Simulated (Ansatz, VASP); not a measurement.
# CO in VASP and in Ansatz

INCAR

```
SYSTEM = CO
PREC = Accurate
ENCUT = 520
EDIFF = 1E-6
ISMEAR = 0
SIGMA = 0.005
LREAL = .FALSE.
LASPH = .TRUE.
NELM = 100
ALGO = Normal
ISIF = 2
LWAVE = .FALSE.
LCHARG = .FALSE.
GGA = RP
IBRION = 2
NSW = 100
EDIFFG = -0.01
ISYM = 0
```

Contents of KPOINTS:

```
regular mesh
0
G
  1 1 1
  0 0 0
```

Contents of POSCAR:

```
CO
1.0
   15.0000000000      0.0000000000      0.0000000000
    0.0000000000     15.5000000000      0.0000000000
    0.0000000000      0.0000000000     16.0000000000
C O
1 1
Direct
    0.5017982093      0.4990469909      0.4651708543
    0.4982017907      0.5009530091      0.5348291457
```

Input for Ansatz:

```yaml
crystal:
  lattice:
    - [15.0, 0.0, 0.0]
    - [0.0, 15.5, 0.0]
    - [0.0, 0.0, 16.0]
  atoms:
    - { symbol: C, position: [0.5017982093, 0.4990469909, 0.4651708543] }
    - { symbol: O, position: [0.4982017907, 0.5009530091, 0.5348291457] }
  symmetry: { detect: false }
basis:
  ecutwfc: 420
kpoints:
  mp_grid: { grid: [1, 1, 1] }
hamiltonian:
  xc: rpbe
scf:
  occupations: { method: gaussian, width: 0.005 }
output:
  forces: true
  eigenvalues: true
relax:
  adjacent_minimum: "off"
  f_tol: 0.01
  max_steps: 80
```

Alike in both runs: task relaxation of the atoms; functional RPBE; k mesh 1 × 1 × 1; occupations gaussian, width 0.005 eV; no spin polarisation.

```csv
,VASP,Ansatz
version,VASP 6.6.1,Ansatz 0.2.0
potentials or method,"VASP PAW PBE potentials, release 64 (C, O), cutoff 520 eV","scalar-relativistic, plane waves, PAW"
valence electrons in the cell,10,10
```

```csv
,VASP,Ansatz,Ansatz less VASP
"gap on the k mesh at the Fermi level, each at its own relaxed structure (eV)",6.94,6.99,+0.055
```

VASP's potentials were made for PBE, not for RPBE.

Noted on VASP's run: the standard files for N, O and F lose accuracy on very short bonds.
